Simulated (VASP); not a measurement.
# Lu3NbF (Pm-3m) in VASP: a series of runs

The runs below take Lu3NbF through single point, with PBE.

Program: VASP 6.6.1. These are calculated values, not measurements. Logs are shortened: lines on timing, memory, paths and dates and some standing lists are left out, and cuts for length are marked.

### 1 The cell of the first run

It takes space group Pm-3m (No. 221, cubic). Conventional cell: a = 4.691 Å, b = 4.691 Å, c = 4.691 Å, α = 90.00°, β = 90.00°, γ = 90.00°. Within 3.1 Å of Lu (site symmetry 4/mmm) lie 2 F at 2.35 Å. Nb (site symmetry m-3m) has 12 Lu at 3.32 Å and 8 F at 4.06 Å within 4.4 Å. Within 3.1 Å of F (site symmetry m-3m) lie 6 Lu at 2.35 Å.

The cell was built from a structure type or drawn by symmetry, and may not be a known phase.

### 2 Single point, PBE

File INCAR:

```
SYSTEM = Lu3NbF
  PREC = Accurate
  ENCUT = 520
  EDIFF = 1E-6
  ISMEAR = 0
  SIGMA = 0.1
  LREAL = .FALSE.
  LASPH = .TRUE.
  NELM = 80
  ALGO = Normal
  ISIF = 2
  LWAVE = .FALSE.
  LCHARG = .FALSE.
  GGA = PE
  NBANDS = 56
```

File KPOINTS:

```
Automatic mesh
0
G
  4 4 4
  0 0 0
```

File POSCAR:

```
Lu3NbF
1.0
    4.6912618800      0.0000000000      0.0000000000
    0.0000000000      4.6912618800      0.0000000000
    0.0000000000      0.0000000000      4.6912618800
Lu Nb F
3 1 1
Direct
    0.5000000000      0.5000000000      0.0000000000
    0.5000000000      0.0000000000      0.5000000000
    0.0000000000      0.5000000000      0.5000000000
    0.0000000000      0.0000000000      0.0000000000
    0.5000000000      0.5000000000      0.5000000000
```

Potentials or basis: VASP PAW PBE potentials, release 64 (Lu, Nb_sv, F).

Started as:

```sh
cat potpaw_PBE.64/Lu/POTCAR potpaw_PBE.64/Nb_sv/POTCAR potpaw_PBE.64/F/POTCAR > POTCAR
mpirun -np 1 vasp_std > vasp.out
```

OUTCAR:

```text
SYSTEM = Lu3NbF
   PREC = Accurate
   ENCUT = 520
   EDIFF = 1E-6
   ISMEAR = 0
   LREAL = .FALSE.
   LASPH = .TRUE.
   NELM = 80
   ISIF = 2
   GGA = PE

 ion  position               nearest neighbor table
   1  0.500  0.500  0.000-   5 2.35   5 2.35   4 3.32   2 3.32   2 3.32   3 3.32   3 3.32   2 3.32
                             4 3.32   2 3.32   3 3.32   4 3.32   3 3.32   4 3.32
   2  0.500  0.000  0.500-   5 2.35   5 2.35   4 3.32   1 3.32   1 3.32   4 3.32   1 3.32   3 3.32
                             3 3.32   1 3.32   3 3.32   4 3.32   4 3.32   3 3.32
   3  0.000  0.500  0.500-   5 2.35   5 2.35   4 3.32   1 3.32   1 3.32   4 3.32   2 3.32   4 3.32
                             4 3.32   1 3.32   2 3.32   2 3.32   1 3.32   2 3.32
   4  0.000  0.000  0.000-   1 3.32   2 3.32   3 3.32   2 3.32   3 3.32   1 3.32   3 3.32   3 3.32
                             1 3.32   2 3.32   2 3.32   1 3.32
   5  0.500  0.500  0.500-   1 2.35   2 2.35   3 2.35   1 2.35   2 2.35   3 2.35

  LATTYP: Found a simple cubic cell.
 ALAT       =     4.6912618800

  Lattice vectors:

 A1 = (   4.6912618800,   0.0000000000,   0.0000000000)
 A2 = (   0.0000000000,   4.6912618800,   0.0000000000)
 A3 = (   0.0000000000,   0.0000000000,   4.6912618800)

Analysis of symmetry for initial positions (statically):
=====================================================================
 Subroutine PRICEL returns:
 Original cell was already a primitive cell.

 Routine SETGRP: Setting up the symmetry group for a
 simple cubic supercell.

 Subroutine GETGRP returns: Found 48 space group operations
 (whereof 48 operations were pure point group operations)
 out of a pool of 48 trial point group operations.

The static configuration has the point symmetry O_h .

Analysis of symmetry for dynamics (positions and initial velocities):
=====================================================================
 Subroutine PRICEL returns:
 Original cell was already a primitive cell.

 Routine SETGRP: Setting up the symmetry group for a
 simple cubic supercell.

 Subroutine GETGRP returns: Found 48 space group operations
 (whereof 48 operations were pure point group operations)
 out of a pool of 48 trial point group operations.

The dynamic configuration has the point symmetry O_h .

 Subroutine INISYM returns: Found 48 space group operations
 (whereof 48 operations are pure point group operations),
 and found     1 'primitive' translations

----------------------------------------------------------------------------------------

                                     Primitive cell

  volume of cell :     103.2450

  direct lattice vectors                    reciprocal lattice vectors
     4.691261880  0.000000000  0.000000000     0.213162263  0.000000000  0.000000000
     0.000000000  4.691261880  0.000000000     0.000000000  0.213162263  0.000000000
     0.000000000  0.000000000  4.691261880     0.000000000  0.000000000  0.213162263

  length of vectors
     4.691261880  4.691261880  4.691261880     0.213162263  0.213162263  0.213162263

  position of ions in fractional coordinates (direct lattice)
     0.500000000  0.500000000  0.000000000
     0.500000000  0.000000000  0.500000000
     0.000000000  0.500000000  0.500000000
     0.000000000  0.000000000  0.000000000
     0.500000000  0.500000000  0.500000000

  ion indices of the primitive-cell ions
   primitive index   ion index
                 1           1
                 2           2
                 3           3
                 4           4
                 5           5

----------------------------------------------------------------------------------------

 KPOINTS: Automatic mesh

Automatic generation of k-mesh.
 Grid dimensions read from file:
 generate k-points for:    4    4    4

 Generating k-lattice:

  Cartesian coordinates                     Fractional coordinates (reciprocal lattice)
     0.053290566  0.000000000  0.000000000     0.250000000  0.000000000  0.000000000
     0.000000000  0.053290566  0.000000000     0.000000000  0.250000000  0.000000000
     0.000000000  0.000000000  0.053290566     0.000000000  0.000000000  0.250000000

  Length of vectors
     0.053290566  0.053290566  0.053290566

  Shift w.r.t. Gamma in fractional coordinates (k-lattice)
     0.000000000  0.000000000  0.000000000

 Subroutine IBZKPT returns following result:
 ===========================================

 Found     10 irreducible k-points:

 Following reciprocal coordinates:
            Coordinates               Weight
  0.000000  0.000000  0.000000      1.000000
  0.250000  0.000000  0.000000      6.000000
  0.500000  0.000000  0.000000      3.000000
  0.250000  0.250000  0.000000     12.000000
  0.500000  0.250000  0.000000     12.000000
  0.500000  0.500000  0.000000      3.000000
  0.250000  0.250000  0.250000      8.000000
  0.500000  0.250000  0.250000     12.000000
  0.500000  0.500000  0.250000      6.000000
  0.500000  0.500000  0.500000      1.000000
   k-points           NKPTS =     10   k-points in BZ     NKDIM =     10   number of bands    NBANDS=     56
   number of dos      NEDOS =    301   number of ions     NIONS =      5
   total plane-waves  NPLWV =  46656
   dimension x,y,z NGX =    36 NGY =   36 NGZ =   36
   dimension x,y,z NGXF=    72 NGYF=   72 NGZF=   72
   ions per type =               3   1   1
   NGX,Y,Z   is equivalent  to a cutoff of  12.76, 12.76, 12.76 a.u.
   NGXF,Y,Z  is equivalent  to a cutoff of  25.51, 25.51, 25.51 a.u.
 SYSTEM =  Lu3NbF
   PREC   = accura    normal or accurate (medium, high low for compatibility)
   ISTART =      0    job   : 0-new  1-cont  2-samecut
   ICHARG =      2    charge: 1-file 2-atom 10-const
   ISPIN  =      1    spin polarized calculation?
   LNONCOLLINEAR =      F non collinear calculations
   LSORBIT =      F    spin-orbit coupling
   LASPH  =      T    aspherical Exc in radial PAW
   ENCUT  =  520.0 eV  38.22 Ry    6.18 a.u.   8.72  8.72  8.72*2*pi/ulx,y,z
   NELM   =     80;   NELMIN=  2; NELMDL= -5     # of ELM steps
   EDIFF  = 0.1E-05   stopping-criterion for ELM
   LREAL  =      F    real-space projection
   EDIFFG = 0.1E-04   stopping-criterion for IOM
   NSW    =      0    number of steps for IOM
   IBRION =     -1    ionic relax: 0-MD 1-quasi-New 2-CG
   NFREE  =      0    steps in history (QN), initial steepest desc. (CG)
   ISIF   =      2    stress and relaxation
   ISYM   =      2    0-nonsym 1-usesym 2-fastsym
   POTIM  = 0.5000    time-step for ionic-motion
   TEBEG  =    0.0;   TEEND  =   0.0 temperature during run
   PSTRESS=    0.0 pullay stress
   NELECT =      95.0000    total number of electrons
   NUPDOWN=      -1.0000    fix difference up-down
   EMIN   =  10.00;   EMAX   =-10.00  energy-range for DOS
   EFERMI =   0.00;   METHOD = LEGACY
   ISMEAR =     0;   SIGMA  =   0.10  broadening in eV -4-tet -1-fermi 0-gaus
   EFERMI_NEDOS =   21; number of points for ismear=-14 and -15
   IALGO  =     38    algorithm
   IMIX   =      4    mixing-type and parameters
     AMIX     =   0.40;   BMIX     =  1.00
     AMIX_MAG =   1.60;   BMIX_MAG =  1.00
  volume/ion in A,a.u.               =      20.65       139.35
  Fermi-wavevector in a.u.,A,eV,Ry     =   1.592305  3.009021 34.496706  2.535436
  Thomas-Fermi vector in A             =   2.690711
   LORBIT       =      0    0 simple, 1 ext, 2 COOP (PROOUT), +10 PAW based schemes
   GGA     = PE    functional components
   LHFCALC =     F    Hartree Fock is set to
   AEXX    =    0.0000 exact exchange contribution
   IVDW    =     0    specifies the selected vdW correction
   LEPSILON=     F    determine dielectric tensor
   LRPA    =     F    only Hartree local field effects (RPA)
 non-spin polarized calculation
 Gauss-broadening in eV      SIGMA  =   0.10
  energy-cutoff  :      520.00
  volume of cell :      103.25
 maximum number of plane-waves:      2809
 NGX is ok and might be reduce to    36
   NGX = 17   NGY = 17   NGZ = 17

 number of electron      94.9999964 magnetization

 Free energy of the ion-electron system (eV)
  ---------------------------------------------------
  ext. energy  EPLUGINS =         0.00000000
  ---------------------------------------------------
  free energy    TOTEN  =       -28.81060729 eV

  energy without entropy =      -28.78368094  energy(sigma->0) =      -28.79714411

 E-fermi :   4.6500     XC(G=0): -11.4922

 val. band max:        4.6066189444   @ k =   0.5000   0.5000   0.2500
 cond. band min:       4.6639108403   @ k =   0.5000   0.0000   0.0000
 fundamental gap:      0.0572918959
 Fermi energy:         4.6500069739

 k-point     1 :       0.0000    0.0000    0.0000
  band No.  band energies     occupation
      1     -51.6334      2.00000
      2     -51.5774      2.00000
      3     -51.5774      2.00000
      4     -49.9654      2.00000
      5     -26.0057      2.00000
      6     -26.0057      2.00000
[... 48 lines left out ...]
     55       8.1226      0.00000
     56       8.1226      0.00000

 k-point     2 :       0.2500    0.0000    0.0000
  band No.  band energies     occupation
      1     -51.6261      2.00000
      2     -51.5844      2.00000
      3     -51.5774      2.00000
      4     -49.9655      2.00000
      5     -26.0045      2.00000
      6     -26.0038      2.00000
[... 48 lines left out ...]
     55       7.7377      0.00000
     56       8.2125      0.00000

 k-point     3 :       0.5000    0.0000    0.0000
  band No.  band energies     occupation
      1     -51.6145      2.00000
      2     -51.5957      2.00000
      3     -51.5774      2.00000
      4     -49.9656      2.00000
      5     -26.0033      2.00000
      6     -26.0020      2.00000
[... 346 lines left out ...]
 k-point     9 :       0.5000    0.5000    0.2500
  band No.  band energies     occupation
      1     -51.5956      2.00000
      2     -51.5955      2.00000
      3     -51.5955      2.00000
      4     -49.9657      2.00000
      5     -26.0103      2.00000
      6     -26.0103      2.00000
[... 48 lines left out ...]
     55       7.5046      0.00000
     56       7.5047      0.00000

 k-point    10 :       0.5000    0.5000    0.5000
  band No.  band energies     occupation
      1     -51.5954      2.00000
      2     -51.5954      2.00000
      3     -51.5954      2.00000
      4     -49.9656      2.00000
      5     -26.0129      2.00000
      6     -26.0129      2.00000
[... 48 lines left out ...]
     55       7.4358      0.00000
     56       7.4358      0.00000

------------------------ aborting loop because EDIFF is reached ----------------------------------------

  FORCE on cell =-STRESS in cart. coord.  units (eV):
  Direction    XX          YY          ZZ          XY          YZ          ZX
  --------------------------------------------------------------------------------------
  -------------------------------------------------------------------------------------
  Total        1.7445041      1.7445041      1.7445041      0.0000000      0.0000000     -0.0000000
  in kB       27.0715759     27.0715759     27.0715759      0.0000000      0.0000000     -0.0000000
  external PRESSURE =      27.0715759 kB  Pullay stress =       0.0000000 kB

 VOLUME and BASIS-vectors are now :
 -----------------------------------------------------------------------------
  energy-cutoff  :      520.00
  volume of cell :      103.25
      direct lattice vectors                 reciprocal lattice vectors
     4.691261880  0.000000000  0.000000000     0.213162263  0.000000000  0.000000000
     0.000000000  4.691261880  0.000000000     0.000000000  0.213162263  0.000000000
     0.000000000  0.000000000  4.691261880     0.000000000  0.000000000  0.213162263

 POSITION                                       TOTAL-FORCE (eV/Angst)
 -----------------------------------------------------------------------------------
      2.34563      2.34563      0.00000         0.000000      0.000000      0.000000
      2.34563      0.00000      2.34563         0.000000      0.000000      0.000000
      0.00000      2.34563      2.34563         0.000000      0.000000      0.000000
      0.00000      0.00000      0.00000         0.000000      0.000000      0.000000
      2.34563      2.34563      2.34563         0.000000      0.000000      0.000000
 -----------------------------------------------------------------------------------
    total drift:                                0.000000      0.000000      0.000000

  FREE ENERGIE OF THE ION-ELECTRON SYSTEM (eV)
  ---------------------------------------------------
  free  energy   TOTEN  =       -28.8106072877 eV

  energy  without entropy=      -28.7836809378  energy(sigma->0) =      -28.79714411
```

It took 1.9 min on 1 thread of Intel Xeon 8259CL, shared host; peak memory 0.24 GiB.

What came out:

| Item | Value |
| --- | --- |
| Free energy | -28.8106 eV |
| Pressure | 2.7 GPa |
| Band gap on the k mesh | zero (an odd number of electrons rules out a gap without spin polarisation) |

Caveat: spin-orbit coupling is left out, which moves the levels of the heavy elements; an odd number of electrons without spin polarisation forces a metal; a magnetic or distorted state may lie lower.

### 3 Single point, PBE, collinear spin, zero start

File INCAR:

```
SYSTEM = Lu3NbF
PREC     = Accurate       ! precision mode
ENCUT    = 520            ! plane-wave cutoff, eV
EDIFF    = 1E-7           ! SCF threshold, eV
ISMEAR   = 0              ! smearing method
SIGMA    = 0.1            ! smearing width, eV
LREAL    = .FALSE.        ! projectors in reciprocal space
LASPH    = .TRUE.         ! aspherical terms in the spheres
NELM     = 150            ! most SCF steps
ALGO     = Normal         ! electronic algorithm
ISIF     = 2              ! what is computed and relaxed
LWAVE    = .FALSE.        ! write WAVECAR
LCHARG   = .FALSE.        ! write CHGCAR
ISPIN    = 2              ! spin polarisation
MAGMOM   = 0 0 0 0 0      ! initial moments
LORBIT   = 11             ! projections on sites
LMAXMIX  = 4              ! l up to which the mixer works
GGA      = PE             ! functional
NBANDS   = 60             ! bands
```

KPOINTS is that of step 2.

POSCAR is that of step 2.

Potentials or basis: VASP PAW PBE potentials, release 64 (Lu, Nb_sv, F).

Started as:

```sh
cat potpaw_PBE.64/Lu/POTCAR potpaw_PBE.64/Nb_sv/POTCAR potpaw_PBE.64/F/POTCAR > POTCAR
mpirun -np 1 vasp_std > vasp.out
```

Wall time 4.6 min (1 thread of Intel Xeon 8259CL, shared host); peak memory 0.3 GiB.

It converged, with:

```
Free energy                                           : -28.8106 eV
Pressure                                              : 2.7 GPa
Net moment                                            : 0.00 μB per cell
Valence electrons inside the program's atomic spheres : Lu 23.28; Nb 10.54; F 6.14
```

Levels at points of the mesh, in eV from the Fermi level:
Spin up:
| k point | band 43 | band 44 | band 45 | band 46 | band 47 | band 48 | band 49 | band 50 | band 51 | band 52 |
| --- | --- | --- | --- | --- | --- | --- | --- | --- | --- | --- |
| (0.00, 0.00, 0.00) | -2.44 | -2.44 | -1.68 | -1.68 | -1.68 | 1.31 | 1.31 | 1.31 | 1.42 | 2.90 |
| (0.50, 0.00, 0.00) | -3.24 | -1.28 | -0.53 | -0.34 | -0.07 | -0.07 | 0.01 | 0.01 | 1.04 | 1.35 |
| (0.50, 0.50, 0.00) | -1.76 | -1.76 | -1.69 | -0.42 | -0.42 | -0.07 | 0.33 | 1.21 | 1.24 | 1.24 |
| (0.50, 0.50, 0.50) | -2.20 | -2.20 | -2.20 | 0.64 | 0.64 | 0.64 | 0.70 | 0.70 | 1.97 | 1.97 |
Spin down:
| k point | band 45 | band 46 | band 47 | band 48 | band 49 | band 50 |
| --- | --- | --- | --- | --- | --- | --- |
| (0.00, 0.00, 0.00) | -1.68 | -1.68 | -1.68 | 1.31 | 1.31 | 1.31 |
| (0.50, 0.00, 0.00) | -0.53 | -0.34 | -0.07 | -0.07 | 0.01 | 0.01 |
| (0.50, 0.50, 0.00) | -1.69 | -0.42 | -0.42 | -0.07 | 0.33 | 1.21 |
| (0.50, 0.50, 0.50) | -2.20 | 0.64 | 0.64 | 0.64 | 0.70 | 0.70 |

Caveat: spin-orbit coupling is left out, which moves the levels of the heavy elements.
